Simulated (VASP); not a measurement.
# Ag (Fmmm) in VASP: further runs, part 2 of 2

VASP 6.6.1. Earlier steps stand in the parts before.

**3. Single point, PBEsol (strain +0.1125 x Voigt [0, 0, 0, 1, 0, 0])**

The input, INCAR:

```
  PREC = Accurate
  ENCUT = 520
  EDIFF = 1E-7
  ISMEAR = 0
  SIGMA = 0.15
  LREAL = False
  LASPH = True
  NELM = 60
  ALGO = Fast
  ISIF = 2
  LWAVE = False
  LCHARG = False
  GGA = PS
  NBANDS = 12
```

The input, KPOINTS:

```
regular mesh
0
Gamma
  20 20 20
```

The input, POSCAR:

```
Ag
1.0
   -1.6556540000      1.7487845375      1.7487845375
    1.6556540000     -1.5625234625      1.5625234625
    1.6556540000      1.5625234625     -1.5625234625
Ag
1
Direct
    0.0000000000      0.0000000000      0.0000000000
```

Potentials or basis: VASP PAW PBE potentials, release 64 (Ag).

Started as:

```console
cat potpaw_PBE.64/Ag/POTCAR > POTCAR
mpirun -np 1 vasp_std > vasp.out
```

OUTCAR:

```text
PREC = Accurate
   ENCUT = 520
   EDIFF = 1E-7
   ISMEAR = 0
   LREAL = False
   LASPH = True
   NELM = 60
   ISIF = 2
   GGA = PS

 ion  position               nearest neighbor table
   1  0.000  0.000  0.000-

  LATTYP: Found a face centered orthorhombic cell.
 ALAT       =     3.3113080000
 B/A-ratio  =     1.3346640495
 C/A-ratio  =     1.4937630753

  Lattice vectors:

 A1 = (   0.0000000000,   3.3113080000,   0.1862610750)
 A2 = (   1.6556540000,   1.7487845375,   1.7487845375)
 A3 = (   1.6556540000,   1.5625234625,  -1.5625234625)

Analysis of symmetry for initial positions (statically):
=====================================================================
 Subroutine PRICEL returns:
 Original cell was already a primitive cell.

 Routine SETGRP: Setting up the symmetry group for a
 face centered orthorhombic supercell.

 Subroutine GETGRP returns: Found  8 space group operations
 (whereof  8 operations were pure point group operations)
 out of a pool of  8 trial point group operations.

The static configuration has the point symmetry D_2h.

Analysis of symmetry for dynamics (positions and initial velocities):
=====================================================================
 Subroutine PRICEL returns:
 Original cell was already a primitive cell.

 Routine SETGRP: Setting up the symmetry group for a
 face centered orthorhombic supercell.

 Subroutine GETGRP returns: Found  8 space group operations
 (whereof  8 operations were pure point group operations)
 out of a pool of  8 trial point group operations.

The dynamic configuration has the point symmetry D_2h.

 Subroutine INISYM returns: Found  8 space group operations
 (whereof  8 operations are pure point group operations),
 and found     1 'primitive' translations

----------------------------------------------------------------------------------------

                                     Primitive cell

  volume of cell :      18.0964

  direct lattice vectors                    reciprocal lattice vectors
    -1.655654000  1.748784537  1.748784537     0.000000000  0.285912866  0.285912866
     1.655654000 -1.562523462  1.562523462     0.301995465 -0.017041164  0.302954031
     1.655654000  1.562523462 -1.562523462     0.301995465  0.302954031 -0.017041164

  length of vectors
     2.976186299  2.761186214  2.761186214     0.404341853  0.428103734  0.428103734

  position of ions in fractional coordinates (direct lattice)
     0.000000000  0.000000000  0.000000000

  ion indices of the primitive-cell ions
   primitive index   ion index
                 1           1

----------------------------------------------------------------------------------------

 KPOINTS: regular mesh

Automatic generation of k-mesh.
 Grid dimensions read from file:
 generate k-points for:   20   20   20

 Generating k-lattice:

  Cartesian coordinates                     Fractional coordinates (reciprocal lattice)
     0.000000000  0.014295643  0.014295643     0.050000000  0.000000000  0.000000000
     0.015099773 -0.000852058  0.015147702     0.000000000  0.050000000  0.000000000
     0.015099773  0.015147702 -0.000852058     0.000000000 -0.000000000  0.050000000

  Length of vectors
     0.020217093  0.021405187  0.021405187

  Shift w.r.t. Gamma in fractional coordinates (k-lattice)
     0.000000000  0.000000000  0.000000000

 Subroutine IBZKPT returns following result:
 ===========================================

 Found   1166 irreducible k-points:

 Following reciprocal coordinates:
            Coordinates               Weight
  0.000000  0.000000  0.000000      1.000000
  0.050000  0.000000  0.000000      2.000000
  0.100000  0.000000  0.000000      2.000000
  0.150000  0.000000  0.000000      2.000000
  0.200000  0.000000  0.000000      2.000000
  0.250000  0.000000  0.000000      2.000000
[... 16 lines left out ...]
  0.050000  0.100000 -0.000000      8.000000
  0.100000  0.100000  0.000000      8.000000
 [... further k-points ...]
   k-points           NKPTS =   1166   k-points in BZ     NKDIM =   1166   number of bands    NBANDS=     12
   number of dos      NEDOS =    301   number of ions     NIONS =      1
   total plane-waves  NPLWV =  13824
   dimension x,y,z NGX =    24 NGY =   24 NGZ =   24
   dimension x,y,z NGXF=    48 NGYF=   48 NGZF=   48
   ions per type =               1
   NGX,Y,Z   is equivalent  to a cutoff of  13.41, 14.45, 14.45 a.u.
   NGXF,Y,Z  is equivalent  to a cutoff of  26.81, 28.90, 28.90 a.u.
 SYSTEM =  unknown system
   PREC   = accura    normal or accurate (medium, high low for compatibility)
   ISTART =      0    job   : 0-new  1-cont  2-samecut
   ICHARG =      2    charge: 1-file 2-atom 10-const
   ISPIN  =      1    spin polarized calculation?
   LNONCOLLINEAR =      F non collinear calculations
   LSORBIT =      F    spin-orbit coupling
   LASPH  =      T    aspherical Exc in radial PAW
   ENCUT  =  520.0 eV  38.22 Ry    6.18 a.u.   5.53  5.13  5.13*2*pi/ulx,y,z
   NELM   =     60;   NELMIN=  2; NELMDL= -5     # of ELM steps
   EDIFF  = 0.1E-06   stopping-criterion for ELM
   LREAL  =      F    real-space projection
   EDIFFG = 0.1E-05   stopping-criterion for IOM
   NSW    =      0    number of steps for IOM
   IBRION =     -1    ionic relax: 0-MD 1-quasi-New 2-CG
   NFREE  =      0    steps in history (QN), initial steepest desc. (CG)
   ISIF   =      2    stress and relaxation
   ISYM   =      2    0-nonsym 1-usesym 2-fastsym
   POTIM  = 0.5000    time-step for ionic-motion
   TEBEG  =    0.0;   TEEND  =   0.0 temperature during run
   PSTRESS=    0.0 pullay stress
   NELECT =      11.0000    total number of electrons
   NUPDOWN=      -1.0000    fix difference up-down
   EMIN   =  10.00;   EMAX   =-10.00  energy-range for DOS
   EFERMI =   0.00;   METHOD = LEGACY
   ISMEAR =     0;   SIGMA  =   0.15  broadening in eV -4-tet -1-fermi 0-gaus
   EFERMI_NEDOS =   21; number of points for ismear=-14 and -15
   IALGO  =     68    algorithm
   IMIX   =      4    mixing-type and parameters
     AMIX     =   0.40;   BMIX     =  1.00
     AMIX_MAG =   1.60;   BMIX_MAG =  1.00
  volume/ion in A,a.u.               =      18.10       122.12
  Fermi-wavevector in a.u.,A,eV,Ry     =   1.386782  2.620638 26.166246  1.923165
  Thomas-Fermi vector in A             =   2.511065
   LORBIT       =      0    0 simple, 1 ext, 2 COOP (PROOUT), +10 PAW based schemes
   GGA     = PS    functional components
   LHFCALC =     F    Hartree Fock is set to
   AEXX    =    0.0000 exact exchange contribution
   IVDW    =     0    specifies the selected vdW correction
   LEPSILON=     F    determine dielectric tensor
   LRPA    =     F    only Hartree local field effects (RPA)
 non-spin polarized calculation
 RMM-DIIS sequential band-by-band and
 Gauss-broadening in eV      SIGMA  =   0.15
  energy-cutoff  :      520.00
  volume of cell :       18.10
 maximum number of plane-waves:       501
 NGX is ok and might be reduce to    24
   NGX = 11   NGY = 11   NGZ = 11

 number of electron      11.0000001 magnetization

 Free energy of the ion-electron system (eV)
  ---------------------------------------------------
  ext. energy  EPLUGINS =         0.00000000
  ---------------------------------------------------
  free energy    TOTEN  =        -3.20925864 eV

  energy without entropy =       -3.20663939  energy(sigma->0) =       -3.20794901

 E-fermi :   7.4670     XC(G=0): -12.0535

 val. band max:        7.4612984415   @ k =   0.0000   0.4500   0.0500
 cond. band min:       7.4697326130   @ k =  -0.3000   0.4000   0.2000
 fundamental gap:      0.0084341715
 Fermi energy:         7.4669935616

 k-point     1 :       0.0000    0.0000    0.0000
  band No.  band energies     occupation
      1       0.0373      2.00000
      2       2.2928      2.00000
      3       2.6621      2.00000
      4       3.1688      2.00000
      5       4.0061      2.00000
      6       4.0855      2.00000
      7      23.8000      0.00000
      8      25.2412      0.00000
      9      25.9090      0.00000
     10      29.3983      0.00000
     11      30.0794      0.00000
     12      30.5136      0.00000
[... 331 lines left out ...]
 k-point    24 :       0.1000    0.1000    0.0000
  band No.  band energies     occupation
      1       0.8282      2.00000
      2       2.2539      2.00000
      3       2.6348      2.00000
      4       3.5248      2.00000
      5       3.9444      2.00000
      6       4.1047      2.00000
      7      21.0088      0.00000
      8      23.1714      0.00000
      9      26.0436      0.00000
     10      26.2201      0.00000
     11      28.7993      0.00000
     12      30.5268      0.00000

 [... further k-points ...]
[... 5 lines left out ...]
  --------------------------------------------------------------------------------------
  -------------------------------------------------------------------------------------
  Total       -0.6318620     -0.7129274     -0.7129274     -0.0000000     -0.5834761      0.0000000
  in kB      -55.9423081    -63.1194896    -63.1194896     -0.0000000    -51.6584368      0.0000000
  external PRESSURE =     -60.7270958 kB  Pullay stress =       0.0000000 kB

 VOLUME and BASIS-vectors are now :
 -----------------------------------------------------------------------------
  energy-cutoff  :      520.00
  volume of cell :       18.10
      direct lattice vectors                 reciprocal lattice vectors
    -1.655654000  1.748784537  1.748784537     0.000000000  0.285912866  0.285912866
     1.655654000 -1.562523462  1.562523462     0.301995465 -0.017041164  0.302954031
     1.655654000  1.562523462 -1.562523462     0.301995465  0.302954031 -0.017041164

 POSITION                                       TOTAL-FORCE (eV/Angst)
 -----------------------------------------------------------------------------------
      0.00000      0.00000      0.00000         0.000000     -0.000000     -0.000000
 -----------------------------------------------------------------------------------
    total drift:                               -0.000000      0.000000      0.000000

  FREE ENERGIE OF THE ION-ELECTRON SYSTEM (eV)
  ---------------------------------------------------
  free  energy   TOTEN  =        -3.2092586384 eV

  energy  without entropy=       -3.2066393875  energy(sigma->0) =       -3.20794901
```

OSZICAR:

```text
N       E                     dE             d eps       ncg     rms          rms(c)
DAV:   1     0.510385517926E+02    0.51039E+02   -0.54425E+03 28328   0.820E+02
DAV:   2    -0.271926130381E+01   -0.53758E+02   -0.50793E+02 32440   0.191E+02
DAV:   3    -0.353079811016E+01   -0.81154E+00   -0.81101E+00 32512   0.249E+01
DAV:   4    -0.353321681728E+01   -0.24187E-02   -0.24186E-02 31772   0.142E+00
DAV:   5    -0.353323624049E+01   -0.19423E-04   -0.19423E-04 32436   0.115E-01    0.486E+00
RMM:   6    -0.321980478737E+01    0.31343E+00   -0.50792E-01 28200   0.637E+00    0.295E+00
RMM:   7    -0.321268802866E+01    0.71168E-02   -0.88682E-03 31446   0.106E+00    0.177E+00
RMM:   8    -0.320927374349E+01    0.34143E-02   -0.71931E-04 32585   0.278E-01    0.194E-01
RMM:   9    -0.320925925978E+01    0.14484E-04   -0.10604E-04 33710   0.881E-02    0.509E-02
RMM:  10    -0.320925809962E+01    0.11602E-05   -0.17980E-05 34202   0.335E-02    0.165E-02
RMM:  11    -0.320925861197E+01   -0.51235E-06   -0.47889E-06 33334   0.138E-02    0.665E-03
RMM:  12    -0.320925863838E+01   -0.26410E-07   -0.61389E-07 29425   0.525E-03
   1 F= -.32092586E+01 E0= -.32079490E+01  d E =-.261925E-02
```

stdout:

```text
POSCAR found type information on POSCAR Ag
 POSCAR found :  1 types and       1 ions
 scaLAPACK will be used
 -----------------------------------------------------------------------------
|                                                                             |
|                                                                             |
|     You enforced a specific xc type in the INCAR file but a different       |
|     I HOPE YOU KNOW WHAT YOU ARE DOING!                                     |
|                                                                             |
 -----------------------------------------------------------------------------

 LDA part: xc-table for (Slater+PW92), standard interpolation
 POSCAR, INCAR and KPOINTS ok, starting setup
 FFT: planning ... GRIDC
 FFT: planning ... GRID_SOFT
 FFT: planning ... GRID
 WAVECAR not read
 entering main loop
WARNING in EDDRMM: call to ZHEGV failed, returncode =   8  4     12
```

Wall time 76 s (1 thread of Intel Xeon 6975P-C (Granite Rapids), shared host); peak memory 0.34 GiB.

Results:

```yaml
Free_energy: -3.2093 eV
Pressure: -6.1 GPa
```

Stress tensor (GPa, compression positive):
```
-5.59  0.00  0.00
 0.00 -6.31 -5.17
 0.00 -5.17 -6.31
```

Levels at points of the mesh, in eV from the Fermi level:
```tsv
k point	band 2	band 3	band 4	band 5	band 6	band 7	band 8	band 9
(0.00, 0.00, 0.00)	-5.17	-4.80	-4.30	-3.46	-3.38	16.33	17.77	18.44
(0.50, 0.00, 0.00)	-5.69	-3.34	-3.16	-2.75	-0.60	2.66	13.73	14.79
(0.00, 0.50, 0.00)	-5.47	-3.51	-3.38	-2.60	0.00	3.82	12.03	15.11
(0.00, 0.50, 0.50)	-5.24	-3.65	-3.64	-2.32	0.71	5.00	12.47	12.98
(0.50, 0.50, 0.50)	-5.98	-3.14	-2.82	-2.44	6.58	6.63	6.94	12.07
```

Caveat: the cell differs from its parent crystal (strain +0.1125 x Voigt [0, 0, 0, 1, 0, 0]); the PAW data sets were made with another functional, which shifts forces and pressure a little.

**4. Single point, PBEsol (strain +0.1312 x Voigt [0, 0, 0, 1, 0, 0])**

The input, INCAR:

```
  ALGO = Fast
  EDIFF = 1E-7
  ENCUT = 520
  GGA = PS
  ISIF = 2
  ISMEAR = 0
  LASPH = True
  LCHARG = True
  LELF = True
  LREAL = False
  LVHAR = True
  LWAVE = False
  NBANDS = 12
  NELM = 60
  PREC = Accurate
  SIGMA = 0.15
```

The input, KPOINTS:

```
k-points
0
Gamma
  20 20 20
```

The input, POSCAR:

```
Ag
1.0
   -1.6556540000      1.7642649024      1.7642649024
    1.6556540000     -1.5470430976      1.5470430976
    1.6556540000      1.5470430976     -1.5470430976
Ag
1
Direct
    0.0000000000      0.0000000000      0.0000000000
```

Started as:

```console
cat potpaw_PBE.64/Ag/POTCAR > POTCAR
mpirun -np 1 vasp_std > vasp.out
```

Wall time 56 s (1 thread of Intel Xeon 6975P-C (Granite Rapids), shared host); peak memory 0.33 GiB.

Results (log left out):

- Free energy: -3.1979 eV
- Pressure: -5.6 GPa

Stress tensor (GPa, compression positive):
```
-4.91  0.00  0.00
 0.00 -5.88 -6.27
 0.00 -6.27 -5.88
```

Levels at points of the mesh, in eV from the Fermi level:
```csv
k point,band 2,band 3,band 4,band 5,band 6,band 7,band 8,band 9
"(0.00, 0.00, 0.00)",-5.26,-4.84,-4.24,-3.45,-3.35,16.05,17.81,18.54
"(0.50, 0.00, 0.00)",-5.75,-3.31,-3.13,-2.78,-0.69,2.49,13.86,14.95
"(0.00, 0.50, 0.00)",-5.49,-3.51,-3.38,-2.61,0.01,3.85,11.83,15.39
"(0.00, 0.50, 0.50)",-5.23,-3.70,-3.64,-2.28,0.85,5.23,12.39,12.84
"(0.50, 0.50, 0.50)",-5.98,-3.20,-2.83,-2.38,6.59,6.62,7.01,12.13
```

Caveat: the cell differs from its parent crystal (strain +0.1312 x Voigt [0, 0, 0, 1, 0, 0]); the PAW data sets were made with another functional, which shifts forces and pressure a little.

**5. Single point, PBEsol (strain +0.0937 x Voigt [0, 0, 0, 1, 0, 0])**

The input, INCAR:

```
SYSTEM = Ag
PREC = Accurate
ENCUT = 520
EDIFF = 1E-6
ISMEAR = 0
SIGMA = 0.15
LREAL = .FALSE.
LASPH = .TRUE.
NELM = 80
ALGO = Fast
ISIF = 2
LWAVE = .FALSE.
LCHARG = .TRUE.
GGA = PS
LELF = .TRUE.
LVHAR = .TRUE.
NBANDS = 12
```

The input, KPOINTS:

```
regular mesh
0
G
  20 20 20
  0 0 0
```

The input, POSCAR:

```
Ag
1.0
   -1.6556540000      1.7332213899      1.7332213899
    1.6556540000     -1.5780866101      1.5780866101
    1.6556540000      1.5780866101     -1.5780866101
Ag
1
Direct
    0.0000000000      0.0000000000      0.0000000000
```

Started as:

```console
cat potpaw_PBE.64/Ag/POTCAR > POTCAR
mpirun -np 1 vasp_std > vasp.out
```

It took 63 s on 1 thread of Intel Xeon 6975P-C (Granite Rapids), shared host; peak memory 0.34 GiB.

Results (log left out):

- Free energy: -3.2184 eV
- Pressure: -6.4 GPa

Stress tensor (GPa, compression positive):
```
-6.10  0.00  0.00
 0.00 -6.60 -4.08
 0.00 -4.08 -6.60
```

Levels at points of the mesh, in eV from the Fermi level:
```csv
k point,band 2,band 3,band 4,band 5,band 6,band 7,band 8,band 9
"(0.00, 0.00, 0.00)",-5.09,-4.77,-4.36,-3.46,-3.41,16.60,17.75,18.34
"(0.50, 0.00, 0.00)",-5.63,-3.38,-3.19,-2.72,-0.50,2.83,13.61,14.63
"(0.00, 0.50, 0.00)",-5.45,-3.51,-3.38,-2.59,0.00,3.80,12.23,14.83
"(0.00, 0.50, 0.50)",-5.25,-3.62,-3.60,-2.37,0.58,4.78,12.57,13.12
"(0.50, 0.50, 0.50)",-5.98,-3.07,-2.81,-2.50,6.57,6.63,6.87,12.02
```

Caveat: the cell differs from its parent crystal (strain +0.0937 x Voigt [0, 0, 0, 1, 0, 0]); the PAW data sets were made with another functional, which shifts forces and pressure a little.

**6. The runs side by side**

```tsv
cell	further INCAR settings	gap on the mesh (eV)	pressure (GPa)
a = 2.726, b = 3.013, c = 3.013 Å, angles 113.3, 109.5, 109.5°, 1 atom	ALGO = Fast; EDIFF = 1e-06; NBANDS = 12	none	-4.9
a = 2.976, b = 2.761, c = 2.761 Å, angles 106.3, 109.5, 109.5°, 1 atom	ALGO = Fast; EDIFF = 1e-07; NBANDS = 12	none	-6.1
a = 2.994, b = 2.744, c = 2.744 Å, angles 105.8, 109.5, 109.5°, 1 atom	ALGO = Fast; EDIFF = 1e-07; NBANDS = 12	none	-5.6
a = 2.958, b = 2.779, c = 2.779 Å, angles 106.9, 109.5, 109.5°, 1 atom	ALGO = Fast; EDIFF = 1e-06; NBANDS = 12	none	-6.4
```

Alike in all rows: task single point; level PBEsol; potentials or basis VASP PAW PBE potentials, release 64 (Ag); no spin polarisation; k mesh 20 × 20 × 20; cutoff (eV) 520; smearing gaussian 0.15 eV.

Caveats: the PAW data sets were made with another functional, which shifts forces and pressure a little.

Absolute energies hang on the potentials; compare differences alone.
